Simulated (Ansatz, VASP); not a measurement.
## CdS: VASP beside Ansatz

```
Cd S
1.0
    -2.09858   -3.63485    0.00000
     2.09858   -3.63485    0.00000
     0.00000    0.00000   13.65546
Cd S
4 4
Direct
  0.66667 0.66667 0.00208
  0.66667 0.66667 0.50208
  0.33333 0.33333 0.25208
  0.33333 0.33333 0.75208
  0.66667 0.66667 0.19042
  0.66667 0.66667 0.69042
  0.33333 0.33333 0.44042
  0.33333 0.33333 0.94042
```

Alike in both runs: task single point; functional PBE; k mesh 7 × 7 × 2; occupations gaussian, width 0.05 eV; no spin polarisation.

|  | VASP | Ansatz |
| --- | --- | --- |
| version | VASP 6.6.1 | Ansatz 0.2.0 |
| potentials or method | VASP PAW PBE potentials, release 64 (Cd, S), cutoff 520 eV | scalar-relativistic, plane waves, PAW |
| valence electrons in the cell | 72 | 104 |

|  | VASP | Ansatz | Ansatz less VASP |
| --- | --- | --- | --- |
| gap on the k mesh at the Fermi level (eV) | 1.11 | 1.11 | -0.001 |
| least direct gap on the mesh (eV) | 1.11 | 1.11 | -0.001 |
| pressure (GPa) | 0.3 | 0.0 | -0.30 |

VASP's potentials hold 72 valence electrons a cell and Ansatz's 104, so a difference there can come from the potentials and not from the codes.
